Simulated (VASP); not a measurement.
Wanted: the native input for a VASP 6.6.1 run.

```
Task                   : single point
Functional             : PBE
Potentials or basis    : VASP PAW PBE potentials, release 64 (Sr_sv, O)
Cutoff                 : 600 eV
k mesh                 : 8 × 8 × 8
Occupations            : gaussian, width 0.02 eV
Spin                   : no spin polarisation
Dipole correction      : no
Further INCAR settings : ALGO = Normal; EDIFF = 1e-06; NBANDS = 15
```

The structure of SrO (m.b) lies in POSCAR:

```
SrO
1.0
    0.0000000000      2.5975406453      2.5975406453
    2.5975406453      0.0000000000      2.5975406453
    2.5975406453      2.5975406453      0.0000000000
Sr O
1 1
Direct
    0.0000000000      0.0000000000      0.0000000000
    0.5000000000      0.5000000000      0.5000000000
```

One way to write it, as run:

INCAR

```
SYSTEM = SrO
  PREC = Accurate
  ENCUT = 600
  EDIFF = 1E-6
  ISMEAR = 0
  SIGMA = 0.02
  LREAL = .FALSE.
  LASPH = .TRUE.
  NELM = 120
  ALGO = Normal
  ISIF = 2
  LWAVE = .FALSE.
  LCHARG = .FALSE.
  GGA = PE
  NBANDS = 15
  GGA_COMPAT = .FALSE.
```

KPOINTS

```
Automatic mesh
0
G
  8 8 8
  0 0 0
```

Potentials or basis: VASP PAW PBE potentials, release 64 (Sr_sv, O).

Run with:

```sh
$ cat potpaw_PBE.64/Sr_sv/POTCAR potpaw_PBE.64/O/POTCAR > POTCAR
$ mpirun -np 1 vasp_std > vasp.out
```

Results of the run:

The pressure is 0.4 GPa and the band gap on the k mesh is 3.28 eV, indirect (least direct gap 3.39 eV).

Run time: 21 s on 1 thread of Intel Xeon 6975P-C (shared host), peak memory 0.18 GiB.
